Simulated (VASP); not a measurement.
# BP (F-43m) in VASP: settings compared

The runs below take BP through single point, with BLYP+D4, PBE exchange alone, PBE+D3(BJ).

Everything below comes from runs of VASP 6.6.1. Logs are shortened: lines on timing, memory, paths and dates and some standing lists are left out, and cuts for length are marked.

## (1) The cell of the first run

It takes space group F-43m (No. 216, cubic). Conventional cell: a = 4.508 Å, b = 4.508 Å, c = 4.508 Å, α = 90.00°, β = 90.00°, γ = 90.00°. P (site symmetry -43m) has 4 B at 1.95 Å within 2.6 Å. Within 2.6 Å of B (site symmetry -43m) lie 4 P at 1.95 Å.

## (2) Single point, BLYP+D4

Contents of INCAR:

```
SYSTEM = BP
PREC = Accurate
ENCUT = 520
EDIFF = 1E-7
ISMEAR = -1
SIGMA = 0.05
LREAL = .FALSE.
LASPH = .TRUE.
NELM = 80
ALGO = Normal
ISIF = 2
LWAVE = .FALSE.
LCHARG = .TRUE.
GGA = B5
ALDAX = 1.0
AGGAX = 1.0
AGGAC = 1.0
ALDAC = 0.0
IVDW = 13
VDW_S6 = 1.0
VDW_S8 = 2.34076671
VDW_A1 = 0.44488865
VDW_A2 = 4.0933009
LELF = .TRUE.
LVHAR = .TRUE.
NBANDS = 11
```

Contents of KPOINTS:

```
regular mesh
0
G
  10 10 10
  0 0 0
```

Contents of POSCAR:

```
BP
1.0
    0.0000000000      2.2537713532      2.2537713532
    2.2537713532      0.0000000000      2.2537713532
    2.2537713532      2.2537713532      0.0000000000
P B
1 1
Direct
    0.7500000000      0.7500000000      0.7500000000
    0.0000000000      0.0000000000      0.0000000000
```

Potentials or basis: VASP PAW PBE potentials, release 64 (P, B).

The run is started by

```sh
$ cat potpaw_PBE.64/P/POTCAR potpaw_PBE.64/B/POTCAR > POTCAR
$ mpirun -np 1 vasp_std > vasp.out
```

OUTCAR:

```text
SYSTEM = BP
   PREC = Accurate
   ENCUT = 520
   EDIFF = 1E-7
   ISMEAR = -1
   LREAL = .FALSE.
   LASPH = .TRUE.
   NELM = 80
   ISIF = 2
   GGA = B5
   IVDW = 13

 ion  position               nearest neighbor table
   1  0.750  0.750  0.750-   2 1.95   2 1.95   2 1.95   2 1.95
   2  0.000  0.000  0.000-   1 1.95   1 1.95   1 1.95   1 1.95

  LATTYP: Found a face centered cubic cell.
 ALAT       =     4.5075427064

  Lattice vectors:

 A1 = (   0.0000000000,   2.2537713532,   2.2537713532)
 A2 = (   2.2537713532,   0.0000000000,   2.2537713532)
 A3 = (   2.2537713532,   2.2537713532,   0.0000000000)

Analysis of symmetry for initial positions (statically):
=====================================================================
 Subroutine PRICEL returns:
 Original cell was already a primitive cell.

 Routine SETGRP: Setting up the symmetry group for a
 face centered cubic supercell.

 Subroutine GETGRP returns: Found 24 space group operations
 (whereof 24 operations were pure point group operations)
 out of a pool of 48 trial point group operations.

The static configuration has the point symmetry T_d .

Analysis of symmetry for dynamics (positions and initial velocities):
=====================================================================
 Subroutine PRICEL returns:
 Original cell was already a primitive cell.

 Routine SETGRP: Setting up the symmetry group for a
 face centered cubic supercell.

 Subroutine GETGRP returns: Found 24 space group operations
 (whereof 24 operations were pure point group operations)
 out of a pool of 48 trial point group operations.

The dynamic configuration has the point symmetry T_d .

 Subroutine INISYM returns: Found 24 space group operations
 (whereof 24 operations are pure point group operations),
 and found     1 'primitive' translations

----------------------------------------------------------------------------------------

                                     Primitive cell

  volume of cell :      22.8960

  direct lattice vectors                    reciprocal lattice vectors
     0.000000000  2.253771353  2.253771353    -0.221850366  0.221850366  0.221850366
     2.253771353  0.000000000  2.253771353     0.221850366 -0.221850366  0.221850366
     2.253771353  2.253771353  0.000000000     0.221850366  0.221850366 -0.221850366

  length of vectors
     3.187314014  3.187314014  3.187314014     0.384256106  0.384256106  0.384256106

  position of ions in fractional coordinates (direct lattice)
     0.750000000  0.750000000  0.750000000
     0.000000000  0.000000000  0.000000000

  ion indices of the primitive-cell ions
   primitive index   ion index
                 1           1
                 2           2

----------------------------------------------------------------------------------------

 KPOINTS: regular mesh

Automatic generation of k-mesh.
 Grid dimensions read from file:
 generate k-points for:   10   10   10

 Generating k-lattice:

  Cartesian coordinates                     Fractional coordinates (reciprocal lattice)
    -0.022185037  0.022185037  0.022185037     0.100000000  0.000000000  0.000000000
     0.022185037 -0.022185037  0.022185037     0.000000000  0.100000000  0.000000000
     0.022185037  0.022185037 -0.022185037     0.000000000  0.000000000  0.100000000

  Length of vectors
     0.038425611  0.038425611  0.038425611

  Shift w.r.t. Gamma in fractional coordinates (k-lattice)
     0.000000000  0.000000000  0.000000000

 Subroutine IBZKPT returns following result:
 ===========================================

 Found     47 irreducible k-points:

 Following reciprocal coordinates:
            Coordinates               Weight
  0.000000  0.000000  0.000000      1.000000
  0.100000  0.000000  0.000000      8.000000
  0.200000  0.000000  0.000000      8.000000
  0.300000  0.000000  0.000000      8.000000
  0.400000  0.000000  0.000000      8.000000
  0.500000  0.000000  0.000000      4.000000
[... 16 lines left out ...]
  0.300000  0.300000  0.000000      6.000000
  0.400000  0.300000  0.000000     24.000000
 [... further k-points ...]
   k-points           NKPTS =     47   k-points in BZ     NKDIM =     47   number of bands    NBANDS=     11
   number of dos      NEDOS =    301   number of ions     NIONS =      2
   total plane-waves  NPLWV =  13824
   dimension x,y,z NGX =    24 NGY =   24 NGZ =   24
   dimension x,y,z NGXF=    48 NGYF=   48 NGZF=   48
   ions per type =               1   1
   NGX,Y,Z   is equivalent  to a cutoff of  12.52, 12.52, 12.52 a.u.
   NGXF,Y,Z  is equivalent  to a cutoff of  25.04, 25.04, 25.04 a.u.
 SYSTEM =  BP
   PREC   = accura    normal or accurate (medium, high low for compatibility)
   ISTART =      0    job   : 0-new  1-cont  2-samecut
   ICHARG =      2    charge: 1-file 2-atom 10-const
   ISPIN  =      1    spin polarized calculation?
   LNONCOLLINEAR =      F non collinear calculations
   LSORBIT =      F    spin-orbit coupling
   LASPH  =      T    aspherical Exc in radial PAW
   ENCUT  =  520.0 eV  38.22 Ry    6.18 a.u.   5.93  5.93  5.93*2*pi/ulx,y,z
   NELM   =     80;   NELMIN=  2; NELMDL= -5     # of ELM steps
   EDIFF  = 0.1E-06   stopping-criterion for ELM
   LREAL  =      F    real-space projection
   EDIFFG = 0.1E-05   stopping-criterion for IOM
   NSW    =      0    number of steps for IOM
   IBRION =     -1    ionic relax: 0-MD 1-quasi-New 2-CG
   NFREE  =      0    steps in history (QN), initial steepest desc. (CG)
   ISIF   =      2    stress and relaxation
   ISYM   =      2    0-nonsym 1-usesym 2-fastsym
   POTIM  = 0.5000    time-step for ionic-motion
   TEBEG  =    0.0;   TEEND  =   0.0 temperature during run
   PSTRESS=    0.0 pullay stress
   NELECT =       8.0000    total number of electrons
   NUPDOWN=      -1.0000    fix difference up-down
   EMIN   =  10.00;   EMAX   =-10.00  energy-range for DOS
[... 5 lines left out ...]
     AMIX     =   0.40;   BMIX     =  1.00
     AMIX_MAG =   1.60;   BMIX_MAG =  1.00
  volume/ion in A,a.u.               =      11.45        77.25
  Fermi-wavevector in a.u.,A,eV,Ry     =   1.153059  2.178966 18.089568  1.329546
  Thomas-Fermi vector in A             =   2.289706
   LORBIT       =      0    0 simple, 1 ext, 2 COOP (PROOUT), +10 PAW based schemes
   GGA     = B5    functional components
   LHFCALC =     F    Hartree Fock is set to
   AEXX    =    0.0000 exact exchange contribution
   IVDW    =    13    specifies the selected vdW correction
   LEPSILON=     F    determine dielectric tensor
   LRPA    =     F    only Hartree local field effects (RPA)
 non-spin polarized calculation
  energy-cutoff  :      520.00
  volume of cell :       22.90
 maximum number of plane-waves:       636
   NGX = 11   NGY = 11   NGZ = 11

 number of electron       8.0000001 magnetization

 Free energy of the ion-electron system (eV)
  ---------------------------------------------------
  ext. energy  EPLUGINS =         0.00000000
  ---------------------------------------------------
  free energy    TOTEN  =       -11.54173444 eV

  energy without entropy =      -11.54173444  energy(sigma->0) =      -11.54173444

 E-fermi :   8.7606     XC(G=0): -10.3052

 val. band max:        8.0218210609   @ k =   0.0000   0.0000   0.0000
 cond. band min:       9.5366777316   @ k =   0.4000   0.4000   0.0000
 fundamental gap:      1.5148566706
 Fermi energy:         8.7605962824

 k-point     1 :       0.0000    0.0000    0.0000
  band No.  band energies     occupation
      1      -7.4435      2.00000
      2       8.0218      2.00000
      3       8.0218      2.00000
      4       8.0218      2.00000
      5      11.6367      0.00000
      6      11.6367      0.00000
      7      11.6367      0.00000
      8      15.8000      0.00000
      9      20.0916      0.00000
     10      20.4745      0.00000
     11      20.4745      0.00000

 k-point     2 :       0.1000    0.0000    0.0000
  band No.  band energies     occupation
      1      -7.2621      2.00000
      2       6.7568      2.00000
      3       7.7364      2.00000
      4       7.7364      2.00000
      5      12.0379      0.00000
      6      12.0379      0.00000
      7      12.0706      0.00000
      8      16.2947      0.00000
      9      19.8067      0.00000
     10      19.8067      0.00000
     11      20.6498      0.00000

 k-point     3 :       0.2000    0.0000    0.0000
  band No.  band energies     occupation
      1      -6.7251      2.00000
      2       4.4359      2.00000
      3       7.1854      2.00000
      4       7.1854      2.00000
      5      12.3067      0.00000
      6      12.7596      0.00000
      7      12.7596      0.00000
      8      17.4268      0.00000
      9      19.2086      0.00000
     10      19.2086      0.00000
     11      21.5008      0.00000

 k-point     4 :       0.3000    0.0000    0.0000
  band No.  band energies     occupation
      1      -5.8631      2.00000
      2       2.0788      2.00000
      3       6.6971      2.00000
      4       6.6971      2.00000
      5      12.2423      0.00000
      6      13.1078      0.00000
      7      13.1078      0.00000
      8      18.3464      0.00000
      9      19.7765      0.00000
     10      19.7765      0.00000
     11      21.7482      0.00000
[... 239 lines left out ...]
 k-point    22 :      -0.2000    0.2000    0.0000
  band No.  band energies     occupation
      1      -5.5699      2.00000
      2       2.8225      2.00000
      3       3.9173      2.00000
      4       6.7932      2.00000
      5      12.7480      0.00000
      6      13.5690      0.00000
      7      14.6358      0.00000
      8      16.7076      0.00000
      9      17.8504      0.00000
     10      22.0139      0.00000
     11      24.2474      0.00000

 k-point    23 :       0.3000    0.3000    0.0000
  band No.  band energies     occupation
      1      -5.3158      2.00000
      2       3.2357      2.00000
      3       4.8370      2.00000
      4       4.8370      2.00000
      5       9.8070      0.00000
      6      12.2660      0.00000
      7      17.1006      0.00000
      8      17.1006      0.00000
      9      21.4034      0.00000
     10      22.7549      0.00000
     11      25.0706      0.00000

 k-point    24 :       0.4000    0.3000    0.0000
  band No.  band energies     occupation
      1      -4.4870      2.00000
      2       1.9063      2.00000
      3       4.0257      2.00000
      4       4.5411      2.00000
      5      10.0979      0.00000
      6      11.9581      0.00000
      7      17.7418      0.00000
      8      17.7427      0.00000
      9      22.3179      0.00000
     10      23.6325      0.00000
     11      25.5449      0.00000

 [... further k-points ...]

------------------------ aborting loop because EDIFF is reached ----------------------------------------

  DFT-D4 for vdW energy calculation

  Edisp (eV):   -1.41025

  FORCE on cell =-STRESS in cart. coord.  units (eV):
  Direction    XX          YY          ZZ          XY          YZ          ZX
  --------------------------------------------------------------------------------------
  -------------------------------------------------------------------------------------
  Total      -0.12286    -0.12286    -0.12286     0.00000     0.00000     0.00000
  in kB      -8.59708    -8.59708    -8.59708     0.00000     0.00000     0.00000
  external pressure =       -8.60 kB  Pullay stress =        0.00 kB

 VOLUME and BASIS-vectors are now :
 -----------------------------------------------------------------------------
  energy-cutoff  :      520.00
  volume of cell :       22.90
      direct lattice vectors                 reciprocal lattice vectors
     0.000000000  2.253771353  2.253771353    -0.221850366  0.221850366  0.221850366
     2.253771353  0.000000000  2.253771353     0.221850366 -0.221850366  0.221850366
     2.253771353  2.253771353  0.000000000     0.221850366  0.221850366 -0.221850366

 POSITION                                       TOTAL-FORCE (eV/Angst)
 -----------------------------------------------------------------------------------
      3.38066      3.38066      3.38066         0.000000      0.000000      0.000000
      0.00000      0.00000      0.00000        -0.000000     -0.000000     -0.000000
 -----------------------------------------------------------------------------------
    total drift:                                0.000000      0.000000     -0.000000

  FREE ENERGIE OF THE ION-ELECTRON SYSTEM (eV)
  ---------------------------------------------------
  free  energy   TOTEN  =       -12.9519870095 eV

  energy  without entropy=      -12.9519870057  energy(sigma->0) =      -12.95198701
```

Wall time 31 s (1 thread of AMD EPYC 7R13, shared host); peak memory 0.11 GiB.

Results:

| Property | Result |
| --- | --- |
| Free energy | -12.9520 eV |
| Pressure | -0.9 GPa |
| Band gap on the k mesh | 1.51 eV, indirect (least direct gap 3.61 eV) |
| Dispersion energy per atom | -0.705 eV |

Levels at points of the mesh, in eV from the valence-band top:
```
           k point  band 2  band 3  band 4  band 5  band 6  band 7
(0.00, 0.00, 0.00)    0.00    0.00    0.00    3.61    3.61    3.61
(0.50, 0.00, 0.00)   -8.97   -1.74   -1.74    4.08    4.96    4.96
(0.50, 0.50, 0.00)   -8.54   -4.08   -4.08    1.62    1.96   12.38
```

Caveat: the PAW data sets were made with another functional, which shifts forces and pressure a little.

[end of part 1 of 3]
